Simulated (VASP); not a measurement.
Pd:

```
Pd
1.0
    -1.57228    1.57228    1.57228
     1.57228   -1.57228    1.57228
     1.57228    1.57228   -1.57228
Pd
1
Direct
  0.00000 0.00000 0.00000
```

- Program: VASP 6.6.1
- Task: relaxation of cell and atoms
- Functional: revPBE
- Dispersion: D4
- Potentials or basis: VASP PAW PBE potentials, release 64 (Pd)
- Cutoff: 600 eV
- k mesh: 12 × 12 × 12
- Occupations: fermi-dirac, width 0.05 eV
- Spin: no spin polarisation

At the start: pressure -6.1 GPa; volume 15.55 Å³/atom.

How do energy, volume and symmetry change on relaxing?

Over 3 steps the energy falls by 11.3 meV/atom and the volume is 14.98 Å³/atom (-3.7 %); space group Im-3m (No. 229, to 0.05 Å).

Step by step:
| step | energy change (eV) | largest force (eV/Å) | pressure (GPa) | volume (Å³) |
| --- | --- | --- | --- | --- |
| 1 | 0.0000 | 0.0000 | -6.05 | 15.55 |
| 2 | 0.0095 | 0.0000 | 9.95 | 14.26 |
| 3 | -0.0113 | 0.0000 | -0.06 | 14.98 |

Final structure:
```yaml
crystal:
  lattice:
    - [-1.55287, 1.55287, 1.55287]
    - [1.55287, -1.55287, 1.55287]
    - [1.55287, 1.55287, -1.55287]
  atoms:
    - { symbol: Pd, position: [0.00000, 0.00000, 0.00000] }
```

Caveat: the PAW data sets were made with another functional, which shifts forces and pressure a little; pairwise dispersion overbinds metals, which lowers pressure and volume.
